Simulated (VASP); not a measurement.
Runs of VASP 6.6.1 on LaSb. The structure is that of space group Fm-3m (No. 225), or close to it. The cells are those of the table. 

| cell | gap on the mesh (eV) | pressure (GPa) |
| --- | --- | --- |
| a = 4.694 Å, angles 60.0°, 2 atoms | none | (a) |
| a = 4.511 Å, angles 60.0°, 2 atoms | none | 0.7 |
| a = 4.650 Å, angles 60.0°, 2 atoms | none | -4.1 |
| a = 4.558 Å, angles 60.0°, 2 atoms | none | -1.2 |
| a = 4.604 Å, angles 60.0°, 2 atoms | none | (b) |

Alike in all rows: task single point; level LDA; potentials or basis VASP PAW LDA potentials, release 64 (La, Sb); no spin polarisation; k mesh 8 × 8 × 8; cutoff (eV) 520; smearing gaussian 0.1 eV.

Problem. Fill in the values left out.

Solution. (a) -5.2; (b) -2.8.

Caveats: spin-orbit coupling is left out, which moves the levels of the heavy elements; the cell stands under tension (at least some runs).

A k mesh can miss the band edges, and the runs leave out spin-orbit coupling on La, Sb.

A gap of «none» marks levels without a gap at the run's occupations.
